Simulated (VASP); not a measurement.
# Re: relaxation of cell and atoms with PBE

Crystal: Re.

```xyz
1
Lattice="2.5300 0.0000 0.0000 0.0000 2.5300 0.0000 0.0000 0.0000 2.5300" Properties=species:S:1:pos:R:3 pbc="T T T"
Re    0.0000    0.0000    0.0000
```

```json
{
  "Program": "VASP 6.6.1",
  "Task": "relaxation of cell and atoms",
  "Functional": "PBE",
  "Potentials or basis": "VASP PAW PBE potentials, release 64 (Re)",
  "Cutoff": "600 eV",
  "k mesh": "10 × 10 × 10",
  "Occupations": "fermi-dirac, width 0.05 eV",
  "Spin": "no spin polarisation",
  "Target pressure": "20 GPa",
  "Dipole correction": "no",
  "Further INCAR settings": "ALGO = Normal; EDIFF = 1e-06; IBRION = 2; EDIFFG = -0.03; NSW = 80; ISIF = 3"
}
```

The relaxed volume is 15.99 Å³/atom, the relaxed cell is a = 2.519 Å, b = 2.519 Å, c = 2.519 Å, α = 90.00°, β = 90.00°, γ = 90.00° and the space group after relaxing (to 0.05 Å) is Pm-3m (No. 221). The energy change on relaxing (the enthalpy is what falls) is +22.8 meV/atom. The ionic steps are 3 and the pressure after relaxing is 19.9 GPa.

Step by step:
| step | energy change (eV) | largest force (eV/Å) | pressure (GPa) | volume (Å³) |
| --- | --- | --- | --- | --- |
| 1 | 0.0000 | 0.0000 | 15.51 | 16.19 |
| 2 | 0.1782 | 0.0000 | 40.69 | 15.15 |
| 3 | 0.0228 | 0.0000 | 19.92 | 15.99 |

Final structure:
```
Re
1.0
     2.51916    0.00000    0.00000
     0.00000    2.51916    0.00000
     0.00000    0.00000    2.51916
Re
1
Direct
  0.00000 0.00000 0.00000
```

Levels at points of the mesh, in eV from the Fermi level:
```
           k point  band 1  band 2  band 3  band 4  band 5  band 6
(0.00, 0.00, 0.00)   -9.60   -5.77   -5.77    3.91    3.91    3.91
(0.50, 0.00, 0.00)   -6.05   -4.76   -1.03   -0.10   -0.10    4.34
(0.50, 0.50, 0.00)   -6.90   -4.05    0.70    0.70    5.02    5.02
(0.50, 0.50, 0.50)   -5.18   -5.18   -5.18    7.09    7.09    7.82
```

Wall time 25 s on 1 thread of Intel Xeon 8259CL, on a shared host, peak memory 0.14 GiB.

Caveat: the cell is relaxed towards a set pressure, so the enthalpy falls and the energy may rise; spin-orbit coupling is left out, which moves the levels of the heavy elements.
